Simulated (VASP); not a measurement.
# TaCdAs (P4/nmm) in VASP: single point with PBE

Aim: the single point of TaCdAs with PBE.

Everything below comes from runs of VASP 6.6.1. Logs are shortened: lines on timing, memory, paths and dates and some standing lists are left out, and cuts for length are marked.

### Step 1. The cell of the first run

Symmetry: P4/nmm, No. 129, tetragonal system. Conventional cell: a = 4.027 Å, b = 4.027 Å, c = 7.014 Å, α = 90.00°, β = 90.00°, γ = 90.00°. Cd (site symmetry 4mm) has 5 As at 2.64 to 2.90 Å and 4 Ta at 3.18 Å within 3.5 Å. Ta (site symmetry -4m2) has 4 As at 2.78 Å and 4 Ta at 2.85 Å and 4 Cd at 3.18 Å within 3.7 Å. Within 3.5 Å of As (site symmetry 4mm) lie 5 Cd at 2.64 to 2.90 Å and 4 Ta at 2.78 Å.

### Step 2. Single point, PBE

The input, INCAR:

```
SYSTEM = TaCdAs
  PREC = Accurate
  ENCUT = 520
  EDIFF = 1E-7
  ISMEAR = 1
  SIGMA = 0.0367
  LREAL = .False.
  LASPH = .True.
  NELM = 60
  ALGO = Normal
  ISIF = 2
  LWAVE = .False.
  LCHARG = .True.
  GGA = PE
  LELF = .True.
  LVHAR = .True.
  NBANDS = 37
```

The input, KPOINTS:

```
regular mesh
0
Gamma
  6 6 4
  0 0 0
```

The input, POSCAR:

```
TaCdAs
1.0
    4.0271420000      0.0000000000      0.0000000000
    0.0000000000      4.0271420000      0.0000000000
    0.0000000000      0.0000000000      7.0144990000
Cd Ta As
2 2 2
Direct
    0.0000000000      0.5000000000      0.3510000000
    0.5000000000      0.0000000000      0.6490000000
    0.0000000000      0.0000000000      0.0000000000
    0.5000000000      0.5000000000      0.0000000000
    0.0000000000      0.5000000000      0.7270000000
    0.5000000000      0.0000000000      0.2730000000
```

Potentials or basis: VASP PAW PBE potentials, release 64 (Cd, Ta_pv, As).

On the command line:

```bash
$ cat potpaw_PBE.64/Cd/POTCAR potpaw_PBE.64/Ta_pv/POTCAR potpaw_PBE.64/As/POTCAR > POTCAR
$ mpirun -np 1 vasp_std > vasp.out
```

OUTCAR:

```text
SYSTEM = TaCdAs
   PREC = Accurate
   ENCUT = 520
   EDIFF = 1E-7
   ISMEAR = 1
   LREAL = .False.
   LASPH = .True.
   NELM = 60
   ISIF = 2
   GGA = PE

 ion  position               nearest neighbor table
   1  0.000  0.500  0.351-   5 2.64   6 2.90   6 2.90   6 2.90   6 2.90   3 3.18   4 3.18   4 3.18
                             3 3.18   2 3.53   2 3.53   2 3.53   2 3.53
   2  0.500  0.000  0.649-   6 2.64   5 2.90   5 2.90   5 2.90   5 2.90   3 3.18   3 3.18   4 3.18
                             4 3.18   1 3.53   1 3.53   1 3.53   1 3.53
   3  0.000  0.000  0.000-   5 2.78   6 2.78   5 2.78   6 2.78   4 2.85   4 2.85   4 2.85   4 2.85
                             2 3.18   1 3.18   2 3.18   1 3.18
   4  0.500  0.500  0.000-   5 2.78   6 2.78   6 2.78   5 2.78   3 2.85   3 2.85   3 2.85   3 2.85
                             1 3.18   2 3.18   2 3.18   1 3.18
   5  0.000  0.500  0.727-   1 2.64   3 2.78   4 2.78   3 2.78   4 2.78   2 2.90   2 2.90   2 2.90
                             2 2.90
   6  0.500  0.000  0.273-   2 2.64   3 2.78   4 2.78   4 2.78   3 2.78   1 2.90   1 2.90   1 2.90
                             1 2.90

  LATTYP: Found a simple tetragonal cell.
 ALAT       =     4.0271420000
 C/A-ratio  =     1.7418057272

  Lattice vectors:

 A1 = (   4.0271420000,   0.0000000000,   0.0000000000)
 A2 = (   0.0000000000,   4.0271420000,   0.0000000000)
 A3 = (   0.0000000000,   0.0000000000,   7.0144990000)

Analysis of symmetry for initial positions (statically):
=====================================================================
 Subroutine PRICEL returns:
 Original cell was already a primitive cell.

 Routine SETGRP: Setting up the symmetry group for a
 simple tetragonal supercell.

 Subroutine GETGRP returns: Found 16 space group operations
 (whereof  8 operations were pure point group operations)
 out of a pool of 16 trial point group operations.

The static configuration has the point symmetry D_2d.
 The point group associated with its full space group is D_4h.

Analysis of symmetry for dynamics (positions and initial velocities):
=====================================================================
 Subroutine PRICEL returns:
 Original cell was already a primitive cell.

 Routine SETGRP: Setting up the symmetry group for a
 simple tetragonal supercell.

 Subroutine GETGRP returns: Found 16 space group operations
 (whereof  8 operations were pure point group operations)
 out of a pool of 16 trial point group operations.

The dynamic configuration has the point symmetry D_2d.
 The point group associated with its full space group is D_4h.

 Subroutine INISYM returns: Found 16 space group operations
 (whereof  8 operations are pure point group operations),
[... 105 lines left out ...]
   LREAL  =      F    real-space projection
   EDIFFG = 0.1E-05   stopping-criterion for IOM
   NSW    =      0    number of steps for IOM
   IBRION =     -1    ionic relax: 0-MD 1-quasi-New 2-CG
   NFREE  =      0    steps in history (QN), initial steepest desc. (CG)
   ISIF   =      2    stress and relaxation
   ISYM   =      2    0-nonsym 1-usesym 2-fastsym
   POTIM  = 0.5000    time-step for ionic-motion
   TEBEG  =    0.0;   TEEND  =   0.0 temperature during run
   PSTRESS=    0.0 pullay stress
   NELECT =      56.0000    total number of electrons
   NUPDOWN=      -1.0000    fix difference up-down
   EMIN   =  10.00;   EMAX   =-10.00  energy-range for DOS
   EFERMI =   0.00;   METHOD = LEGACY
   ISMEAR =     1;   SIGMA  =   0.04  broadening in eV -4-tet -1-fermi 0-gaus
   EFERMI_NEDOS =   21; number of points for ismear=-14 and -15
   IALGO  =     38    algorithm
   IMIX   =      4    mixing-type and parameters
     AMIX     =   0.40;   BMIX     =  1.00
     AMIX_MAG =   1.60;   BMIX_MAG =  1.00
  volume/ion in A,a.u.               =      18.96       127.95
  Fermi-wavevector in a.u.,A,eV,Ry     =   1.292629  2.442715 22.733845  1.670890
  Thomas-Fermi vector in A             =   2.424325
   LORBIT       =      0    0 simple, 1 ext, 2 COOP (PROOUT), +10 PAW based schemes
   GGA     = PE    functional components
   LHFCALC =     F    Hartree Fock is set to
   AEXX    =    0.0000 exact exchange contribution
   IVDW    =     0    specifies the selected vdW correction
   LEPSILON=     F    determine dielectric tensor
   LRPA    =     F    only Hartree local field effects (RPA)
 non-spin polarized calculation
 Methfessel and Paxton  Order N= 1 SIGMA  =   0.04
  energy-cutoff  :      520.00
  volume of cell :      113.76
 maximum number of plane-waves:      3106
 NGX is ok and might be reduce to    30
   NGX = 15   NGY = 15   NGZ = 27

 number of electron      55.9999994 magnetization

 Free energy of the ion-electron system (eV)
  ---------------------------------------------------
  ext. energy  EPLUGINS =         0.00000000
  ---------------------------------------------------
  free energy    TOTEN  =       -34.50431879 eV

  energy without entropy =      -34.50376077  energy(sigma->0) =      -34.50413279

 E-fermi :   6.1052     XC(G=0): -11.5119

 val. band max:        6.1047876315   @ k =   0.3333   0.1667   0.0000
 cond. band min:       6.1255942192   @ k =   0.1667   0.0000   0.5000
 fundamental gap:      0.0208065877
 Fermi energy:         6.1051916790

 k-point     1 :       0.0000    0.0000    0.0000
  band No.  band energies     occupation
      1     -29.2877      2.00000
      2     -29.2877      2.00000
      3     -29.2592      2.00000
      4     -29.0581      2.00000
      5     -28.5618      2.00000
      6     -28.5618      2.00000
[... 949 lines left out ...]
     36       8.3797      0.00000
     37      10.2170      0.00000

 [... further k-points ...]
[... 5 lines left out ...]
  --------------------------------------------------------------------------------------
  -------------------------------------------------------------------------------------
  Total        6.3030750      6.3030750     -0.4160093      0.0000000      0.0000000      0.0000000
  in kB       88.7712865     88.7712865     -5.8589947      0.0000000      0.0000000      0.0000000
  external PRESSURE =      57.2278594 kB  Pullay stress =       0.0000000 kB

 VOLUME and BASIS-vectors are now :
 -----------------------------------------------------------------------------
  energy-cutoff  :      520.00
  volume of cell :      113.76
      direct lattice vectors                 reciprocal lattice vectors
     4.027142000  0.000000000  0.000000000     0.248315058  0.000000000  0.000000000
     0.000000000  4.027142000  0.000000000     0.000000000  0.248315058  0.000000000
     0.000000000  0.000000000  7.014499000     0.000000000  0.000000000  0.142561857

 POSITION                                       TOTAL-FORCE (eV/Angst)
 -----------------------------------------------------------------------------------
      0.00000      2.01357      2.46209         0.000000      0.000000     -0.826870
      2.01357      0.00000      4.55241        -0.000000     -0.000000      0.826870
      0.00000      0.00000      0.00000        -0.000000      0.000000     -0.000000
      2.01357      2.01357      0.00000        -0.000000     -0.000000     -0.000000
      0.00000      2.01357      5.09954        -0.000000     -0.000000      1.041001
      2.01357      0.00000      1.91496         0.000000     -0.000000     -1.041001
 -----------------------------------------------------------------------------------
    total drift:                                0.000000      0.000000      0.000000

  FREE ENERGIE OF THE ION-ELECTRON SYSTEM (eV)
  ---------------------------------------------------
  free  energy   TOTEN  =       -34.5043187947 eV

  energy  without entropy=      -34.5037607661  energy(sigma->0) =      -34.50413279
```

OSZICAR:

```text
N       E                     dE             d eps       ncg     rms          rms(c)
DAV:   1     0.471240920792E+03    0.47124E+03   -0.28855E+04  2220   0.148E+03
DAV:   2    -0.133403349228E+02   -0.48458E+03   -0.47192E+03  2399   0.414E+02
DAV:   3    -0.362758491153E+02   -0.22936E+02   -0.22494E+02  2701   0.873E+01
DAV:   4    -0.366067514623E+02   -0.33090E+00   -0.32966E+00  2526   0.883E+00
DAV:   5    -0.366108755378E+02   -0.41241E-02   -0.41235E-02  2606   0.916E-01    0.196E+01
DAV:   6    -0.347514152496E+02    0.18595E+01   -0.39988E+00  2486   0.160E+01    0.118E+01
DAV:   7    -0.345282429852E+02    0.22317E+00   -0.17138E+00  2571   0.644E+00    0.295E+00
DAV:   8    -0.345073150541E+02    0.20928E-01   -0.11730E-01  2644   0.184E+00    0.910E-01
DAV:   9    -0.345043436160E+02    0.29714E-02   -0.28426E-02  2478   0.677E-01    0.350E-01
DAV:  10    -0.345042951005E+02    0.48516E-04   -0.31239E-03  2531   0.389E-01    0.148E-01
DAV:  11    -0.345043144168E+02   -0.19316E-04   -0.44631E-04  2527   0.151E-01    0.441E-02
DAV:  12    -0.345043194706E+02   -0.50538E-05   -0.50541E-05  2487   0.388E-02    0.128E-02
DAV:  13    -0.345043194445E+02    0.26111E-07   -0.71618E-06  2612   0.127E-02    0.708E-03
DAV:  14    -0.345043188686E+02    0.57588E-06   -0.22157E-06  2475   0.752E-03    0.921E-04
DAV:  15    -0.345043187947E+02    0.73919E-07   -0.15011E-07  1891   0.156E-03
   1 F= -.34504319E+02 E0= -.34504133E+02  d E =-.558029E-03
```

stdout:

```text
POSCAR found type information on POSCAR CdTaAs
 POSCAR found :  3 types and       6 ions
 scaLAPACK will be used
 LDA part: xc-table for (Slater+PW92), standard interpolation
 POSCAR, INCAR and KPOINTS ok, starting setup
 FFT: planning ... GRIDC
 FFT: planning ... GRID_SOFT
 FFT: planning ... GRID
 WAVECAR not read
 entering main loop
```

Wall time 4.5 min (1 thread of Oxide Virtual Turin-like, shared host); peak memory 0.25 GiB.

What came out:

```yaml
Free_energy: -34.5043 eV
Pressure: 5.7 GPa
Largest_force: 1.041 eV/Å
Band_gap_on_the_k_mesh: zero (band 28 reaches 6.50 eV, above the bottom of band 29 at 5.79 eV)
```

Forces in eV/Å, atoms in the order of the input:
```
Cd   0.000  0.000 -0.827
Cd   0.000  0.000  0.827
Ta   0.000  0.000  0.000
Ta   0.000  0.000  0.000
As   0.000  0.000  1.041
As   0.000  0.000 -1.041
```

Stress tensor (GPa, compression positive):
```
 8.88  0.00  0.00
 0.00  8.88  0.00
 0.00  0.00 -0.59
```

Caveat: spin-orbit coupling is left out, which moves the levels of the heavy elements; forces of over 1 eV/Å act on the atoms, so gaps and moduli don't describe the material at rest.
